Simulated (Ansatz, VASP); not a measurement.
**Two plane-wave programs on PbS**

```xyz
2
Lattice="0.0100 2.9972 2.9972 2.9972 0.0100 2.9972 2.9972 2.9972 0.0100" Properties=species:S:1:pos:R:3 pbc="T T T"
Pb    0.0000    0.0000    0.0000
S     3.0022    3.0022    3.0022
```

Change from the starting cell: shear_111 strain +0.5%.

Alike in both runs: task single point; functional r2SCAN; k mesh 8 × 8 × 8; no spin polarisation.

|  | VASP | Ansatz |
| --- | --- | --- |
| version | VASP 6.6.1 | Ansatz 0.2.0 |
| potentials or method | VASP PAW PBE potentials, release 64 (Pb_d, S) | plane waves, PAW |
| plane-wave cutoff (eV) | 520 | 500 |
| occupations | gaussian, width 0.01 eV | fixed |
| valence electrons in the cell | 20 | 20 |

```csv
,VASP,Ansatz,Ansatz less VASP
gap on the k mesh at the Fermi level (eV),0.69,0.68,-0.010
pressure (GPa),-0.3,-0.3,+0.02
"traceless stress, the component that is largest in VASP (GPa)",-0.07,-0.07,0.000
```

VASP's potentials were made for PBE, not for r2SCAN.

Spin-orbit coupling is off throughout.
